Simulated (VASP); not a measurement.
# CuO2 (Pmmm) in VASP: notebook

CuO2 is run at these levels: PBE; tasks: single point.

All numbers are computed with VASP 6.6.1; they aren't measurements. Logs are shortened: lines on timing, memory, paths and dates and some standing lists are left out, and cuts for length are marked.

### 1 The cell of the first run

Symmetry: Pmmm, No. 47, orthorhombic system. Conventional cell: a = 2.421 Å, b = 6.446 Å, c = 7.067 Å, α = 90.00°, β = 90.00°, γ = 90.00°. Within 3.2 Å of Cu (site symmetry mmm) lie 2 Cu at 2.42 Å and 2 O at 2.91 Å. O (site symmetry mm2) has 1 O at 1.24 Å within 1.7 Å.

### 2 Single point, PBE

The input, INCAR:

```
SYSTEM = CuO2
PREC     = Accurate       ! precision mode
ENCUT    = 520            ! plane-wave cutoff, eV
EDIFF    = 1E-6           ! SCF threshold, eV
ISMEAR   = -1             ! smearing method
SIGMA    = 0.05           ! smearing width, eV
LREAL    = .False.        ! projectors in reciprocal space
LASPH    = .True.         ! aspherical terms in the spheres
NELM     = 60             ! most SCF steps
ALGO     = Normal         ! electronic algorithm
ISIF     = 2              ! what is computed and relaxed
LWAVE    = .False.        ! write WAVECAR
LCHARG   = .True.         ! write CHGCAR
GGA      = PE             ! functional
LELF     = .True.         ! ELF
LVHAR    = .True.       
NBANDS   = 18             ! bands
```

The input, KPOINTS:

```
regular mesh
0
Gamma
  9 4 4
  0 0 0
```

The input, POSCAR:

```
CuO2
1.0
    2.4212910000      0.0000000000      0.0000000000
    0.0000000000      6.4459520000      0.0000000000
    0.0000000000      0.0000000000      7.0670430000
Cu O
1 2
Direct
    0.0000000000      0.5000000000      0.0000000000
    0.0000000000      0.5000000000      0.4124350000
    0.0000000000      0.5000000000      0.5875650000
```

Potentials or basis: VASP PAW PBE potentials, release 64 (Cu, O).

Launch:

```bash
$ cat potpaw_PBE.64/Cu/POTCAR potpaw_PBE.64/O/POTCAR > POTCAR
$ mpirun -np 1 vasp_std > vasp.out
```

OUTCAR:

```text
SYSTEM = CuO2
   PREC = Accurate
   ENCUT = 520
   EDIFF = 1E-6
   ISMEAR = -1
   LREAL = .False.
   LASPH = .True.
   NELM = 60
   ISIF = 2
   GGA = PE

 ion  position               nearest neighbor table
   1  0.000  0.500  0.000-
   2  0.000  0.500  0.412-   3 1.24
   3  0.000  0.500  0.588-   2 1.24

  LATTYP: Found a simple orthorhombic cell.
 ALAT       =     2.4212910000
 B/A-ratio  =     2.6621963242
 C/A-ratio  =     2.9187086558

  Lattice vectors:

 A1 = (   2.4212910000,   0.0000000000,   0.0000000000)
 A2 = (   0.0000000000,   6.4459520000,   0.0000000000)
 A3 = (   0.0000000000,   0.0000000000,   7.0670430000)

Analysis of symmetry for initial positions (statically):
=====================================================================
 Subroutine PRICEL returns:
 Original cell was already a primitive cell.

 Routine SETGRP: Setting up the symmetry group for a
 simple orthorhombic supercell.

 Subroutine GETGRP returns: Found  8 space group operations
 (whereof  8 operations were pure point group operations)
 out of a pool of  8 trial point group operations.

The static configuration has the point symmetry D_2h.

Analysis of symmetry for dynamics (positions and initial velocities):
=====================================================================
 Subroutine PRICEL returns:
 Original cell was already a primitive cell.

 Routine SETGRP: Setting up the symmetry group for a
 simple orthorhombic supercell.

 Subroutine GETGRP returns: Found  8 space group operations
 (whereof  8 operations were pure point group operations)
 out of a pool of  8 trial point group operations.

The dynamic configuration has the point symmetry D_2h.

 Subroutine INISYM returns: Found  8 space group operations
 (whereof  8 operations are pure point group operations),
 and found     1 'primitive' translations

----------------------------------------------------------------------------------------

                                     Primitive cell

  volume of cell :     110.2991

  direct lattice vectors                    reciprocal lattice vectors
     2.421291000  0.000000000  0.000000000     0.413002815  0.000000000  0.000000000
     0.000000000  6.445952000  0.000000000     0.000000000  0.155136123  0.000000000
     0.000000000  0.000000000  7.067043000     0.000000000  0.000000000  0.141501898
[... 78 lines left out ...]
   ISTART =      0    job   : 0-new  1-cont  2-samecut
   ICHARG =      2    charge: 1-file 2-atom 10-const
   ISPIN  =      1    spin polarized calculation?
   LNONCOLLINEAR =      F non collinear calculations
   LSORBIT =      F    spin-orbit coupling
   LASPH  =      T    aspherical Exc in radial PAW
   ENCUT  =  520.0 eV  38.22 Ry    6.18 a.u.   4.50 11.99 13.14*2*pi/ulx,y,z
   NELM   =     60;   NELMIN=  2; NELMDL= -5     # of ELM steps
   EDIFF  = 0.1E-05   stopping-criterion for ELM
   LREAL  =      F    real-space projection
   EDIFFG = 0.1E-04   stopping-criterion for IOM
   NSW    =      0    number of steps for IOM
   IBRION =     -1    ionic relax: 0-MD 1-quasi-New 2-CG
   NFREE  =      0    steps in history (QN), initial steepest desc. (CG)
   ISIF   =      2    stress and relaxation
   ISYM   =      2    0-nonsym 1-usesym 2-fastsym
   POTIM  = 0.5000    time-step for ionic-motion
   TEBEG  =    0.0;   TEEND  =   0.0 temperature during run
   PSTRESS=    0.0 pullay stress
   NELECT =      23.0000    total number of electrons
   NUPDOWN=      -1.0000    fix difference up-down
   EMIN   =  10.00;   EMAX   =-10.00  energy-range for DOS
   EFERMI =   0.00;   METHOD = LEGACY
   ISMEAR =    -1;   SIGMA  =   0.05  broadening in eV -4-tet -1-fermi 0-gaus
   EFERMI_NEDOS =   21; number of points for ismear=-14 and -15
   IALGO  =     38    algorithm
   IMIX   =      4    mixing-type and parameters
     AMIX     =   0.40;   BMIX     =  1.00
     AMIX_MAG =   1.60;   BMIX_MAG =  1.00
  volume/ion in A,a.u.               =      36.77       248.11
  Fermi-wavevector in a.u.,A,eV,Ry     =   0.970793  1.834534 12.822674  0.942440
  Thomas-Fermi vector in A             =   2.100958
   LORBIT       =      0    0 simple, 1 ext, 2 COOP (PROOUT), +10 PAW based schemes
   GGA     = PE    functional components
   LHFCALC =     F    Hartree Fock is set to
   AEXX    =    0.0000 exact exchange contribution
   IVDW    =     0    specifies the selected vdW correction
   LEPSILON=     F    determine dielectric tensor
   LRPA    =     F    only Hartree local field effects (RPA)
 non-spin polarized calculation
  energy-cutoff  :      520.00
  volume of cell :      110.30
 maximum number of plane-waves:      3004
 NGX is ok and might be reduce to    18
   NGX =  9   NGY = 23   NGZ = 27

 number of electron      22.9999997 magnetization

 Free energy of the ion-electron system (eV)
  ---------------------------------------------------
  ext. energy  EPLUGINS =         0.00000000
  ---------------------------------------------------
  free energy    TOTEN  =       -11.21953958 eV

  energy without entropy =      -11.18703562  energy(sigma->0) =      -11.20328760

 E-fermi :  -2.9399     XC(G=0):  -5.1069

 val. band max:       -3.0281585577   @ k =   0.2222   0.0000   0.0000
 cond. band min:      -2.9065781300   @ k =   0.2222   0.0000   0.0000
 fundamental gap:      0.1215804277
 Fermi energy:        -2.9399106385

 k-point     1 :       0.0000    0.0000    0.0000
  band No.  band energies     occupation
      1     -29.2821      2.00000
      2     -17.4839      2.00000
      3     -10.6463      2.00000
      4      -9.8369      2.00000
      5      -7.5665      2.00000
      6      -5.6814      2.00000
[... 481 lines left out ...]
      5      -9.2533      2.00000
      6      -4.1511      2.00000
[... 10 lines left out ...]
     17       6.8271      0.00000
     18       7.0333      0.00000

 [... further k-points ...]
[... 5 lines left out ...]
  --------------------------------------------------------------------------------------
  -------------------------------------------------------------------------------------
  Total       -1.6766516      0.0648827      0.5453640     -0.0000000      0.0000000      0.0000000
  in kB      -24.3546355      0.9424708      7.9218252     -0.0000000      0.0000000      0.0000000
  external PRESSURE =      -5.1634465 kB  Pullay stress =       0.0000000 kB

 VOLUME and BASIS-vectors are now :
 -----------------------------------------------------------------------------
  energy-cutoff  :      520.00
  volume of cell :      110.30
      direct lattice vectors                 reciprocal lattice vectors
     2.421291000  0.000000000  0.000000000     0.413002815  0.000000000  0.000000000
     0.000000000  6.445952000  0.000000000     0.000000000  0.155136123  0.000000000
     0.000000000  0.000000000  7.067043000     0.000000000  0.000000000  0.141501898

 POSITION                                       TOTAL-FORCE (eV/Angst)
 -----------------------------------------------------------------------------------
      0.00000      3.22298      0.00000         0.000000      0.000000      0.000000
      0.00000      3.22298      2.91470        -0.000000      0.000000     -0.399747
      0.00000      3.22298      4.15235         0.000000      0.000000      0.399747
 -----------------------------------------------------------------------------------
    total drift:                                0.000000      0.000000      0.000000

  FREE ENERGIE OF THE ION-ELECTRON SYSTEM (eV)
  ---------------------------------------------------
  free  energy   TOTEN  =       -11.2195395826 eV

  energy  without entropy=      -11.1870356201  energy(sigma->0) =      -11.20328760
```

OSZICAR:

```text
N       E                     dE             d eps       ncg     rms          rms(c)
DAV:   1     0.199091152468E+03    0.19909E+03   -0.95769E+03  1620   0.115E+03
DAV:   2     0.163111244785E+02   -0.18278E+03   -0.16825E+03  1900   0.275E+02
DAV:   3    -0.121951333802E+02   -0.28506E+02   -0.27643E+02  2188   0.114E+02
[... 13 lines left out ...]
DAV:  17    -0.112207962348E+02    0.48006E-04   -0.29145E-04  2128   0.173E-01    0.459E-01
DAV:  18    -0.112194025317E+02    0.13937E-02   -0.50127E-03  2092   0.778E-01    0.685E-02
DAV:  19    -0.112195491661E+02   -0.14663E-03   -0.23803E-04  1966   0.166E-01    0.386E-02
DAV:  20    -0.112195395740E+02    0.95921E-05   -0.25796E-05  1960   0.617E-02    0.443E-03
DAV:  21    -0.112195395826E+02   -0.86070E-08   -0.83760E-06  1344   0.257E-02
   1 F= -.11219540E+02 E0= -.11203288E+02  d E =-.325040E-01
```

stdout:

```text
POSCAR found type information on POSCAR CuO
 POSCAR found :  2 types and       3 ions
 scaLAPACK will be used
 LDA part: xc-table for (Slater+PW92), standard interpolation
 POSCAR, INCAR and KPOINTS ok, starting setup
 FFT: planning ... GRIDC
 FFT: planning ... GRID_SOFT
 FFT: planning ... GRID
 WAVECAR not read
 entering main loop
```

Run time: 56 s. Hardware: 1 thread of Intel Xeon 6975P-C (Granite Rapids), shared host; peak memory 0.25 GiB.

Results:

```yaml
Free_energy: -11.2195 eV
Pressure: -0.5 GPa
Largest_force: 0.400 eV/Å
```

Forces in eV/Å, atoms in the order of the input:
```
Cu   0.000  0.000  0.000
O    0.000  0.000 -0.400
O    0.000  0.000  0.400
```

Stress tensor (GPa, compression positive):
```
-2.44  0.00  0.00
 0.00  0.09  0.00
 0.00  0.00  0.79
```

Caveat: the standard files for N, O and F lose accuracy on very short bonds; an odd number of electrons without spin polarisation forces a metal; a magnetic or distorted state may lie lower; semilocal functionals often make such compounds metallic where correlation or magnetic order opens a gap, which also shifts bond lengths. With open d or f shells a metallic result of PBE can be an artefact of self-interaction; +U or a hybrid may open a gap.

### 3 Single point, PBE

The input, INCAR:

```
  PREC = Accurate
  ENCUT = 520
  EDIFF = 1E-6
  ISMEAR = -1
  SIGMA = 0.05
  LREAL = False
  LASPH = True
  NELM = 100
  ALGO = Normal
  ISIF = 2
  LWAVE = False
  LCHARG = False
  GGA = PE
  NBANDS = 18
```

The input, KPOINTS:

```
Automatic mesh
0
Gamma
  9 4 4
```

POSCAR is that of step 2.

Potentials or basis: VASP PAW PBE potentials, release 64 (Cu, O).

Launch:

```bash
$ cat potpaw_PBE.64/Cu/POTCAR potpaw_PBE.64/O/POTCAR > POTCAR
$ mpirun -np 1 vasp_std > vasp.out
```

It took 64 s on 1 thread of Intel Xeon 6975P-C (Granite Rapids), shared host; peak memory 0.25 GiB.

The run converged. Its results:

* Free energy: -11.2195 eV
* Pressure: -0.5 GPa
* Largest force: 0.400 eV/Å

Forces in eV/Å, atoms in the order of the input:
```
Cu   0.000  0.000  0.000
O    0.000  0.000 -0.400
O    0.000  0.000  0.400
```

Stress tensor (GPa, compression positive):
```
-2.44  0.00  0.00
 0.00  0.09  0.00
 0.00  0.00  0.79
```

Levels at points of the mesh, in eV from the Fermi level:
```csv
k point,band 9,band 10,band 11,band 12,band 13,band 14,band 15,band 16
"(0.00, 0.00, 0.00)",-0.48,-0.31,-0.13,-0.13,1.42,3.73,3.76,5.14
"(0.00, 0.50, 0.00)",-0.44,-0.31,-0.13,-0.13,1.42,2.93,3.87,6.65
"(0.00, 0.00, 0.50)",-0.69,-0.46,-0.13,-0.13,1.41,3.87,4.29,6.12
"(0.00, 0.50, 0.50)",-0.67,-0.47,-0.13,-0.13,1.41,3.13,4.68,5.69
```

Caveat: the standard files for N, O and F lose accuracy on very short bonds; an odd number of electrons without spin polarisation forces a metal; a magnetic or distorted state may lie lower; semilocal functionals often make such compounds metallic where correlation or magnetic order opens a gap, which also shifts bond lengths.
